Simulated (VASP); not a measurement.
Wanted: the native input for a VASP 6.6.1 run.

```
Task                   : single point
Functional             : PBE
Potentials or basis    : VASP PAW PBE potentials, release 64 (Si, C, H)
Cutoff                 : 520 eV
k mesh                 : 2 × 2 × 2
Occupations            : gaussian, width 0.02 eV
Spin                   : collinear spin
Dipole correction      : no
Further INCAR settings : LREAL = Auto; ALGO = Fast; EDIFF = 1e-06; NBANDS = 90
```

The structure of Si16HC16 (a cell with a defect) lies in POSCAR:

```
Si16HC16
1.0
    3.0941201811     -5.3591733586      0.0000000000
   -6.1882403624      0.0000000001      0.0000000000
    0.0000000000      0.0000000000    -10.1293391981
Si C H
16 16 1
Direct
    0.3319254447      0.1639325814      0.0620940801
    0.8333723694      0.1667686137      0.0615288903
    0.3318786091      0.6682586745      0.0621125414
    0.8362332584      0.6682273084      0.0621032614
    0.1669906794      0.3335775778      0.5621706302
    0.6665580232      0.3335813593      0.5621572038
    0.1667359759      0.8334026874      0.5621111001
    0.6665686592      0.8331618099      0.5621680633
    0.4999946486      0.5001244863      0.3128067822
    0.9997312349      0.4995136596      0.3126158516
    0.5006124677      1.0003984617      0.3126128899
    0.9997726592      1.0003609102      0.3126589936
    0.5000215184      0.5001353357      0.8127901375
    0.9996577161      0.4993771949      0.8111068096
    0.5007684619      1.0004935881      0.8111069083
    0.9997054847      1.0004517525      0.8110826224
    0.3336732888      0.1673762162      0.2512402784
    0.8333886033      0.1667301908      0.2499994275
    0.3336337305      0.6664841081      0.2512539022
    0.8327441009      0.6664452392      0.2512572588
    0.1673940998      0.3337739553      0.7499567199
    0.6663557532      0.3337933989      0.7499428000
    0.1667387749      0.8334055412      0.7501910886
    0.6663831828      0.8327710872      0.7499557327
   -0.0000789301      0.0002287857      0.4999928328
    0.5003553385      0.0002626838      0.4999592669
   -0.0001227801      0.4997755295      0.4999664737
    0.5000524933      0.5000981426      0.4997606360
   -0.0019529131      0.0021098812      0.9976244059
    0.5039956387      0.0021330905      0.9976818628
   -0.0019870602      0.4961431065      0.9976821590
    0.5000054711      0.5001536524      1.0003596288
    1.1664379153      0.8336832107      0.1243009021
```

These files were run (other wordings do the same):

INCAR

```
SYSTEM = Si16HC16
ALGO     = Fast           ! electronic algorithm
EDIFF    = 1E-6           ! SCF threshold, eV
ENCUT    = 520            ! plane-wave cutoff, eV
GGA      = PE             ! functional
ISIF     = 2              ! what is computed and relaxed
ISMEAR   = 0              ! smearing method
ISPIN    = 2              ! spin polarisation
LASPH    = .True.         ! aspherical terms in the spheres
LCHARG   = .False.        ! write CHGCAR
LORBIT   = 11             ! projections on sites
LREAL    = Auto         
LWAVE    = .False.        ! write WAVECAR
MAGMOM   = 0 0 0 0 0 0 0 0 0 0 0 0 0 0 0 0 0 0 0 0 0 0 0 0 0 0 0 0 0 0 0 0 0.21 ! initial moments
NBANDS   = 90             ! bands
NELM     = 150            ! most SCF steps
PREC     = Accurate       ! precision mode
SIGMA    = 0.02           ! smearing width, eV
```

KPOINTS

```
k-points
0
Gamma
  2 2 2
  0 0 0
```

Potentials or basis: VASP PAW PBE potentials, release 64 (Si, C, H).

Run with:

```bash
$ cat potpaw_PBE.64/Si/POTCAR potpaw_PBE.64/C/POTCAR potpaw_PBE.64/H/POTCAR > POTCAR
$ mpirun -np 1 vasp_std > vasp.out
```

Results of the run:

* Pressure: 1.3 GPa
* Largest force: 0.021 eV/Å
* Net moment: 0.50 μB per cell
* Site moments: Si +0.00, +0.01, -0.00 (each value once); C +0.01, +0.00, -0.00, +0.02 (each value once); H +0.13 μB
* Valence electrons inside the program's atomic spheres: Si 1.65, 1.67, 1.66 (each value once); C 2.53, 2.54, 2.52 (each value once); H 0.52

Caveat: the k points lie up to 0.59 Å⁻¹ apart.

It took 23 min on 1 thread of Oxide Virtual Turin-like Processor (shared host), peak memory 0.7 GiB.
